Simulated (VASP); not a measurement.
## NbSnSe4: single point with PBE

Crystal: NbSnSe4.

```
Nb Sn Se
1.0
     5.10244    0.00000    0.00000
     0.00000    5.10244    0.00000
     0.00000    0.00000    7.65392
Nb Sn Se
1 1 4
Direct
  0.50000 0.50000 0.84750
  0.00000 0.00000 0.99742
  0.50000 0.50000 0.16037
  0.50000 0.00000 0.78616
  0.00000 0.50000 0.78616
  0.50000 0.50000 0.48301
```

```yaml
Program: VASP 6.6.1
Task: single point
Functional: PBE
Potentials_or_basis: VASP PAW PBE potentials, release 64 (Nb_sv, Sn_d, Se)
Cutoff: 500 eV
k_mesh: 3 × 3 × 2
Occupations: gaussian, width 0.15 eV
Spin: no spin polarisation
```

- Pressure: 0.0 GPa
- Largest force: 0.038 eV/Å

Forces in eV/Å, atoms in the order of the input:
```
Nb   0.000  0.000 -0.027
Sn   0.000  0.000  0.019
Se   0.000  0.000  0.038
Se   0.000  0.000 -0.004
Se   0.000  0.000 -0.004
Se   0.000  0.000 -0.021
```

Stress tensor (GPa, compression positive):
```
-0.01  0.00  0.00
 0.00 -0.01  0.00
 0.00  0.00 -0.09
```

Levels at points of the mesh, in eV from the Fermi level:
| k point | band 24 | band 25 | band 26 | band 27 | band 28 | band 29 |
| --- | --- | --- | --- | --- | --- | --- |
| (0.00, 0.00, 0.00) | -1.05 | -0.64 | -0.64 | 0.27 | 1.18 | 1.55 |
| (0.00, 0.00, 0.50) | -1.05 | -0.70 | -0.20 | -0.20 | 0.29 | 0.87 |

It took 61 s on 1 thread of Intel Xeon 6975P-C (shared host), peak memory 0.29 GiB.

Caveat: the k points lie up to 0.41 Å⁻¹ apart; spin-orbit coupling is left out, which moves the levels of the heavy elements.
